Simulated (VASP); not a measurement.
A run of VASP 6.6.1:

File INCAR:

```
SYSTEM = Hg2O
PREC = Accurate
ENCUT = 600
EDIFF = 1E-6
ISMEAR = 0
SIGMA = 0.1
LREAL = .FALSE.
LASPH = .TRUE.
NELM = 80
ALGO = Normal
ISIF = 3
LWAVE = .FALSE.
LCHARG = .FALSE.
GGA = PE
IBRION = 2
NSW = 100
EDIFFG = -0.01
```

KPOINTS

```
Automatic mesh
0
G
  14 14 10
  0 0 0
```

File POSCAR:

```
Hg2O
1.0
    3.4466450389      0.0000000000      0.0000000000
    0.0000000000      3.4466450389      0.0000000000
    0.0000000000      0.0000000000      4.8681227254
Hg O
2 1
Direct
    0.5000000000      0.0000000000      0.6863504622
    0.0000000000      0.5000000000      0.3136495378
    0.0000000000      0.0000000000      0.0000000000
```

Potentials or basis: VASP PAW PBE potentials, release 64 (Hg, O).

Run with:

```bash
$ cat potpaw_PBE.64/Hg/POTCAR potpaw_PBE.64/O/POTCAR > POTCAR
$ mpirun -np 1 vasp_std > vasp.out
```

Hardware: 1 thread of Intel(R) Xeon(R) Platinum 8488C (Sapphire Rapids), with other jobs on the host.

**Question.** Estimate the wall time of this run.

**Answer.** It took 9 min on 1 thread of Intel(R) Xeon(R) Platinum 8488C (Sapphire Rapids) (shared host), peak memory 0.39 GiB. Counts: scf iterations 60, k points 216, ion steps 9.
